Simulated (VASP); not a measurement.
# Al2O3 (R-3c) in VASP: further runs

The runs below take Al2O3 through single point, relaxation of shape and atoms at fixed volume, relaxation of cell and atoms, with PBEsol.

All numbers are computed with VASP 6.6.1; they aren't measurements. Logs are shortened: lines on timing, memory, paths and dates and some standing lists are left out, and cuts for length are marked.

**1. The cell of the first run**

The structure is trigonal, space group R-3c (No. 167). Conventional cell: a = 4.743 Å, b = 4.743 Å, c = 12.921 Å, α = 90.00°, β = 90.00°, γ = 120.00°. Within 2.5 Å of Al (site symmetry 3) lie 6 O at 1.85 to 1.96 Å. Within 2.9 Å of O (site symmetry 2) lie 4 Al at 1.85 to 1.96 Å and 12 O at 2.51 to 2.86 Å.

**2. Single point, PBEsol (8.39 Å³/atom)**

INCAR reads:

```
  PREC = Accurate
  ENCUT = 520
  EDIFF = 1E-7
  ISMEAR = 0
  SIGMA = 0.01
  LREAL = F
  LASPH = T
  NELM = 80
  ALGO = Normal
  ISIF = 2
  LWAVE = F
  LCHARG = F
  GGA = PS
  NBANDS = 35
```

KPOINTS reads:

```
Automatic mesh
0
Gamma
  6 6 6
```

POSCAR reads:

```
Al2O3
1.0
    2.3714605715      1.3691633993      4.3069658329
   -2.3714605715      1.3691633993      4.3069658329
    0.0000000000     -2.7383267987      4.3069658329
Al O
4 6
Direct
    0.3520520534      0.3520520534      0.3520520534
    0.1479479466      0.1479479466      0.1479479466
    0.6479479466      0.6479479466      0.6479479466
    0.8520520534      0.8520520534      0.8520520534
    0.5560665720      0.9439334280      0.2500000000
    0.2500000000      0.5560665720      0.9439334280
    0.9439334280      0.2500000000      0.5560665720
    0.4439334280      0.0560665720      0.7500000000
    0.7500000000      0.4439334280      0.0560665720
    0.0560665720      0.7500000000      0.4439334280
```

Potentials or basis: VASP PAW PBE potentials, release 64 (Al, O).

On the command line:

```bash
> cat potpaw_PBE.64/Al/POTCAR potpaw_PBE.64/O/POTCAR > POTCAR
> mpirun -np 1 vasp_std > vasp.out
```

OUTCAR:

```text
PREC = Accurate
   ENCUT = 520
   EDIFF = 1E-7
   ISMEAR = 0
   LREAL = F
   LASPH = T
   NELM = 80
   ISIF = 2
   GGA = PS

 ion  position               nearest neighbor table
   1  0.352  0.352  0.352-   9 1.85  10 1.85   8 1.85   7 1.96   5 1.96   6 1.96   2 2.64   3 2.78
                             3 2.78   3 2.78   2 3.21   2 3.21   2 3.21
   2  0.148  0.148  0.148-  10 1.85   9 1.85   8 1.85   6 1.96   5 1.96   7 1.96   1 2.64   4 2.78
                             4 2.78   4 2.78   1 3.21   1 3.21   1 3.21
   3  0.648  0.648  0.648-   6 1.85   7 1.85   5 1.85  10 1.96   8 1.96   9 1.96   4 2.64   1 2.78
                             1 2.78   1 2.78   4 3.21   4 3.21   4 3.21
   4  0.852  0.852  0.852-   7 1.85   6 1.85   5 1.85   9 1.96   8 1.96  10 1.96   3 2.64   2 2.78
                             2 2.78   2 2.78   3 3.21   3 3.21   3 3.21
   5  0.556  0.944  0.250-   3 1.85   4 1.85   1 1.96   2 1.96
   6  0.250  0.556  0.944-   3 1.85   4 1.85   2 1.96   1 1.96
   7  0.944  0.250  0.556-   4 1.85   3 1.85   1 1.96   2 1.96
   8  0.444  0.056  0.750-   1 1.85   2 1.85   3 1.96   4 1.96
   9  0.750  0.444  0.056-   1 1.85   2 1.85   4 1.96   3 1.96
  10  0.056  0.750  0.444-   2 1.85   1 1.85   3 1.96   4 1.96

  LATTYP: Found a trigonal (rhomboedric) cell.
 ALAT       =     5.1037621753
 COS(alpha) =     0.5682016739

  Lattice vectors:

 A1 = (   2.3714605715,   1.3691633993,   4.3069658329)
 A2 = (  -2.3714605715,   1.3691633993,   4.3069658329)
 A3 = (   0.0000000000,  -2.7383267987,   4.3069658329)

Analysis of symmetry for initial positions (statically):
=====================================================================
 Subroutine PRICEL returns:
 Original cell was already a primitive cell.

 Routine SETGRP: Setting up the symmetry group for a
 trigonal (rhombohedral) supercell.

 Subroutine GETGRP returns: Found 12 space group operations
 (whereof  6 operations were pure point group operations)
 out of a pool of 12 trial point group operations.

The static configuration has the point symmetry S_6 .
 The point group associated with its full space group is D_3d.

Analysis of symmetry for dynamics (positions and initial velocities):
=====================================================================
 Subroutine PRICEL returns:
 Original cell was already a primitive cell.

 Routine SETGRP: Setting up the symmetry group for a
 trigonal (rhombohedral) supercell.

 Subroutine GETGRP returns: Found 12 space group operations
 (whereof  6 operations were pure point group operations)
 out of a pool of 12 trial point group operations.

The dynamic configuration has the point symmetry S_6 .
 The point group associated with its full space group is D_3d.

 Subroutine INISYM returns: Found 12 space group operations
 (whereof  6 operations are pure point group operations),
 and found     1 'primitive' translations

----------------------------------------------------------------------------------------

                                     Primitive cell

  volume of cell :      83.9062

  direct lattice vectors                    reciprocal lattice vectors
     2.371460572  1.369163399  4.306965833     0.210840528  0.121728836  0.077394005
    -2.371460572  1.369163399  4.306965833    -0.210840528  0.121728836  0.077394005
     0.000000000 -2.738326799  4.306965833     0.000000000 -0.243457672  0.077394005

  length of vectors
     5.103762175  5.103762175  5.103762175     0.255463246  0.255463246  0.255463246

  position of ions in fractional coordinates (direct lattice)
     0.352052053  0.352052053  0.352052053
     0.147947947  0.147947947  0.147947947
     0.647947947  0.647947947  0.647947947
     0.852052053  0.852052053  0.852052053
     0.556066572  0.943933428  0.250000000
     0.250000000  0.556066572  0.943933428
     0.943933428  0.250000000  0.556066572
     0.443933428  0.056066572  0.750000000
     0.750000000  0.443933428  0.056066572
     0.056066572  0.750000000  0.443933428

  ion indices of the primitive-cell ions
   primitive index   ion index
                 1           1
                 2           2
                 3           3
                 4           4
                 5           5
                 6           6
                 7           7
                 8           8
                 9           9
                10          10

----------------------------------------------------------------------------------------

 KPOINTS: Automatic mesh

Automatic generation of k-mesh.
 Grid dimensions read from file:
 generate k-points for:    6    6    6

 Generating k-lattice:

  Cartesian coordinates                     Fractional coordinates (reciprocal lattice)
     0.035140088  0.020288139  0.012899001     0.166666667 -0.000000000  0.000000000
    -0.035140088  0.020288139  0.012899001    -0.000000000  0.166666667  0.000000000
     0.000000000 -0.040576279  0.012899001     0.000000000  0.000000000  0.166666667

  Length of vectors
     0.042577208  0.042577208  0.042577208

  Shift w.r.t. Gamma in fractional coordinates (k-lattice)
     0.000000000  0.000000000  0.000000000

 Subroutine IBZKPT returns following result:
 ===========================================

 Found     32 irreducible k-points:

 Following reciprocal coordinates:
            Coordinates               Weight
  0.000000  0.000000  0.000000      1.000000
  0.166667 -0.000000 -0.000000      6.000000
  0.333333 -0.000000  0.000000      6.000000
  0.500000  0.000000  0.000000      3.000000
  0.166667  0.166667 -0.000000      6.000000
  0.333333  0.166667  0.000000     12.000000
[... 16 lines left out ...]
  0.500000  0.500000  0.166667      6.000000
 -0.333333  0.500000  0.166667     12.000000
 [... further k-points ...]
   k-points           NKPTS =     32   k-points in BZ     NKDIM =     32   number of bands    NBANDS=     35
   number of dos      NEDOS =    301   number of ions     NIONS =     10
   total plane-waves  NPLWV =  64000
   dimension x,y,z NGX =    40 NGY =   40 NGZ =   40
   dimension x,y,z NGXF=    80 NGYF=   80 NGZF=   80
   ions per type =               4   6
   NGX,Y,Z   is equivalent  to a cutoff of  13.03, 13.03, 13.03 a.u.
   NGXF,Y,Z  is equivalent  to a cutoff of  26.06, 26.06, 26.06 a.u.
 SYSTEM =  unknown system
   PREC   = accura    normal or accurate (medium, high low for compatibility)
   ISTART =      0    job   : 0-new  1-cont  2-samecut
   ICHARG =      2    charge: 1-file 2-atom 10-const
   ISPIN  =      1    spin polarized calculation?
   LNONCOLLINEAR =      F non collinear calculations
   LSORBIT =      F    spin-orbit coupling
   LASPH  =      T    aspherical Exc in radial PAW
   ENCUT  =  520.0 eV  38.22 Ry    6.18 a.u.   9.49  9.49  9.49*2*pi/ulx,y,z
   NELM   =     80;   NELMIN=  2; NELMDL= -5     # of ELM steps
   EDIFF  = 0.1E-06   stopping-criterion for ELM
   LREAL  =      F    real-space projection
   EDIFFG = 0.1E-05   stopping-criterion for IOM
   NSW    =      0    number of steps for IOM
   IBRION =     -1    ionic relax: 0-MD 1-quasi-New 2-CG
   NFREE  =      0    steps in history (QN), initial steepest desc. (CG)
   ISIF   =      2    stress and relaxation
   ISYM   =      2    0-nonsym 1-usesym 2-fastsym
   POTIM  = 0.5000    time-step for ionic-motion
   TEBEG  =    0.0;   TEEND  =   0.0 temperature during run
   PSTRESS=    0.0 pullay stress
   NELECT =      48.0000    total number of electrons
   NUPDOWN=      -1.0000    fix difference up-down
   EMIN   =  10.00;   EMAX   =-10.00  energy-range for DOS
   EFERMI =   0.00;   METHOD = LEGACY
   ISMEAR =     0;   SIGMA  =   0.01  broadening in eV -4-tet -1-fermi 0-gaus
   EFERMI_NEDOS =   21; number of points for ismear=-14 and -15
   IALGO  =     38    algorithm
   IMIX   =      4    mixing-type and parameters
     AMIX     =   0.40;   BMIX     =  1.00
     AMIX_MAG =   1.60;   BMIX_MAG =  1.00
  volume/ion in A,a.u.               =       8.39        56.62
  Fermi-wavevector in a.u.,A,eV,Ry     =   1.359014  2.568164 25.128862  1.846919
  Thomas-Fermi vector in A             =   2.485798
   LORBIT       =      0    0 simple, 1 ext, 2 COOP (PROOUT), +10 PAW based schemes
   GGA     = PS    functional components
   LHFCALC =     F    Hartree Fock is set to
   AEXX    =    0.0000 exact exchange contribution
   IVDW    =     0    specifies the selected vdW correction
   LEPSILON=     F    determine dielectric tensor
   LRPA    =     F    only Hartree local field effects (RPA)
 non-spin polarized calculation
 Gauss-broadening in eV      SIGMA  =   0.01
  energy-cutoff  :      520.00
  volume of cell :       83.91
 maximum number of plane-waves:      2276
 NGX is ok and might be reduce to    40
   NGX = 19   NGY = 19   NGZ = 19

 number of electron      48.0000011 magnetization

 Free energy of the ion-electron system (eV)
  ---------------------------------------------------
  ext. energy  EPLUGINS =         0.00000000
  ---------------------------------------------------
  free energy    TOTEN  =       -78.63366721 eV

  energy without entropy =      -78.63366721  energy(sigma->0) =      -78.63366721

 E-fermi :   6.3325     XC(G=0): -12.0071

 val. band max:        6.1897514407   @ k =   0.0000   0.0000   0.0000
 cond. band min:      12.4731533762   @ k =   0.0000   0.0000   0.0000
 fundamental gap:      6.2834019355
 Fermi energy:         6.3325277389

 k-point     1 :       0.0000    0.0000    0.0000
  band No.  band energies     occupation
      1     -13.1269      2.00000
      2     -10.6885      2.00000
      3     -10.4011      2.00000
      4     -10.4011      2.00000
      5     -10.0700      2.00000
      6     -10.0700      2.00000
[... 27 lines left out ...]
     34      19.9173      0.00000
     35      20.7868      0.00000

 k-point     2 :       0.1667   -0.0000   -0.0000
  band No.  band energies     occupation
      1     -12.9788      2.00000
      2     -10.7717      2.00000
      3     -10.4840      2.00000
      4     -10.4306      2.00000
      5     -10.1412      2.00000
      6     -10.0800      2.00000
[... 27 lines left out ...]
     34      19.1815      0.00000
     35      20.4673      0.00000
[... 796 lines left out ...]
     34      19.5015      0.00000
     35      19.9221      0.00000

 k-point    24 :      -0.3333    0.5000    0.1667
  band No.  band energies     occupation
      1     -11.7733      2.00000
      2     -11.3821      2.00000
      3     -11.1200      2.00000
      4     -10.8861      2.00000
      5     -10.2640      2.00000
      6     -10.0452      2.00000
[... 27 lines left out ...]
     34      19.5241      0.00000
     35      19.7132      0.00000

 [... further k-points ...]
[... 5 lines left out ...]
  --------------------------------------------------------------------------------------
  -------------------------------------------------------------------------------------
  Total        2.7443837      2.7443837      2.6892632      0.0000000     -0.0000000      0.0000000
  in kB       52.4036512     52.4036512     51.3511321      0.0000000     -0.0000000      0.0000000
  external PRESSURE =      52.0528115 kB  Pullay stress =       0.0000000 kB

 VOLUME and BASIS-vectors are now :
 -----------------------------------------------------------------------------
  energy-cutoff  :      520.00
  volume of cell :       83.91
      direct lattice vectors                 reciprocal lattice vectors
     2.371460572  1.369163399  4.306965833     0.210840528  0.121728836  0.077394005
    -2.371460572  1.369163399  4.306965833    -0.210840528  0.121728836  0.077394005
     0.000000000 -2.738326799  4.306965833     0.000000000 -0.243457672  0.077394005

 POSITION                                       TOTAL-FORCE (eV/Angst)
 -----------------------------------------------------------------------------------
      0.00000     -0.00000      4.54883        -0.000000      0.000000     -0.002465
      0.00000     -0.00000      1.91162        -0.000000     -0.000000      0.002465
      0.00000     -0.00000      8.37207        -0.000000     -0.000000      0.002465
      0.00000     -0.00000     11.00928        -0.000000      0.000000     -0.002465
     -0.91981      1.36916      7.53719        -0.004953      0.000000     -0.000000
     -0.72582     -1.48116      7.53719         0.002476     -0.004289     -0.000000
      1.64564      0.11200      7.53719         0.002476      0.004289     -0.000000
      0.91981     -1.36916      5.38371         0.004953      0.000000     -0.000000
      0.72582      1.48116      5.38371        -0.002476      0.004289     -0.000000
     -1.64564     -0.11200      5.38371        -0.002476     -0.004289     -0.000000
 -----------------------------------------------------------------------------------
    total drift:                               -0.000000     -0.000000      0.000000

  FREE ENERGIE OF THE ION-ELECTRON SYSTEM (eV)
  ---------------------------------------------------
  free  energy   TOTEN  =       -78.6336672106 eV

  energy  without entropy=      -78.6336672106  energy(sigma->0) =      -78.63366721
```

It took 66 s on 1 thread of AMD EPYC 9R45 (Zen 5), shared host; peak memory 0.23 GiB.

What came out:

```
Free energy            : -78.6337 eV
Pressure               : 5.2 GPa
Largest force          : 0.005 eV/Å
Band gap on the k mesh : 6.28 eV
```

Forces on the atoms (eV/Å):
```
Al   0.000  0.000 -0.002
Al   0.000  0.000  0.002
Al   0.000  0.000  0.002
Al   0.000  0.000 -0.002
O   -0.005  0.000  0.000
O    0.002 -0.004  0.000
O    0.002  0.004  0.000
O    0.005  0.000  0.000
O   -0.002  0.004  0.000
O   -0.002 -0.004  0.000
```

Stress tensor (GPa, compression positive):
```
5.24 0.00 0.00
0.00 5.24 0.00
0.00 0.00 5.14
```

Levels at points of the mesh, in eV from the valence-band top:
```tsv
k point	band 20	band 21	band 22	band 23	band 24	band 25	band 26	band 27	band 28	band 29
(0.00, 0.00, 0.00)	-0.53	-0.53	-0.05	-0.05	0.00	6.28	9.05	10.84	11.52	11.52
(0.50, 0.00, 0.00)	-1.35	-0.95	-0.95	-0.29	-0.29	9.44	9.44	9.70	9.70	11.65
(0.50, 0.50, 0.00)	-1.33	-1.06	-0.95	-0.77	-0.27	9.49	9.79	9.93	10.41	11.13
(0.50, 0.50, 0.50)	-2.07	-0.40	-0.40	-0.40	-0.40	8.68	8.68	11.06	11.06	12.58
```

Caveat: the cell stands under pressure; the PAW data sets were made with another functional, which shifts forces and pressure a little. A k mesh can miss the band edges.

**3. Single point, PBEsol**

INCAR reads:

```
PREC     = Accurate       # precision mode
ENCUT    = 520            # plane-wave cutoff, eV
EDIFF    = 1E-6           # SCF threshold, eV
ISMEAR   = 0              # smearing method
SIGMA    = 0.01           # smearing width, eV
LREAL    = False          # projectors in reciprocal space
LASPH    = True           # aspherical terms in the spheres
NELM     = 100            # most SCF steps
ALGO     = Normal         # electronic algorithm
ISIF     = 2              # what is computed and relaxed
LWAVE    = False          # write WAVECAR
LCHARG   = False          # write CHGCAR
GGA      = PS             # functional
NBANDS   = 35             # bands
```

KPOINTS reads:

```
regular mesh
0
Gamma
  6 6 6
```

POSCAR reads:

```
Al2O3
1.0
    2.3717290961      1.3693184321      4.3075501205
   -2.3717290961      1.3693184321      4.3075501205
    0.0000000000     -2.7386368641      4.3075501205
Al O
4 6
Direct
    0.3520520887      0.3520520887      0.3520520887
    0.1479479113      0.1479479113      0.1479479113
    0.6479479113      0.6479479113      0.6479479113
    0.8520520887      0.8520520887      0.8520520887
    0.5560650296      0.9439349704      0.2500000000
    0.2500000000      0.5560650296      0.9439349704
    0.9439349704      0.2500000000      0.5560650296
    0.4439349704      0.0560650296      0.7500000000
    0.7500000000      0.4439349704      0.0560650296
    0.0560650296      0.7500000000      0.4439349704
```

Potentials or basis: VASP PAW PBE potentials, release 64 (Al, O).

On the command line:

```bash
> cat potpaw_PBE.64/Al/POTCAR potpaw_PBE.64/O/POTCAR > POTCAR
> mpirun -np 1 vasp_std > vasp.out
```

Wall time 63 s (1 thread of AMD EPYC 9R45 (Zen 5), shared host); peak memory 0.22 GiB.

Results (log left out):

```
Free energy            : -78.6347 eV
Pressure               : 5.1 GPa
Largest force          : 0.005 eV/Å
Band gap on the k mesh : 6.28 eV
```

Forces on the atoms (eV/Å):
```
Al   0.000  0.000 -0.002
Al   0.000  0.000  0.002
Al   0.000  0.000  0.002
Al   0.000  0.000 -0.002
O   -0.005  0.000  0.000
O    0.003 -0.004  0.000
O    0.003  0.004  0.000
O    0.005  0.000  0.000
O   -0.003  0.004  0.000
O   -0.003 -0.004  0.000
```

Stress tensor (GPa, compression positive):
```
5.15 0.00 0.00
0.00 5.15 0.00
0.00 0.00 5.04
```

Levels at points of the mesh, in eV from the valence-band top:
| k point | band 21 | band 22 | band 23 | band 24 | band 25 | band 26 | band 27 | band 28 |
| --- | --- | --- | --- | --- | --- | --- | --- | --- |
| (0.00, 0.00, 0.00) | -0.53 | -0.05 | -0.05 | 0.00 | 6.28 | 9.05 | 10.84 | 11.51 |
| (0.50, 0.00, 0.00) | -0.95 | -0.95 | -0.29 | -0.29 | 9.44 | 9.44 | 9.69 | 9.69 |
| (0.50, 0.50, 0.00) | -1.06 | -0.95 | -0.77 | -0.27 | 9.48 | 9.78 | 9.93 | 10.41 |
| (0.50, 0.50, 0.50) | -0.40 | -0.40 | -0.40 | -0.40 | 8.68 | 8.68 | 11.06 | 11.06 |

Caveat: the cell stands under pressure; the PAW data sets were made with another functional, which shifts forces and pressure a little. A k mesh can miss the band edges.

(Continued in part 2 of 2.)
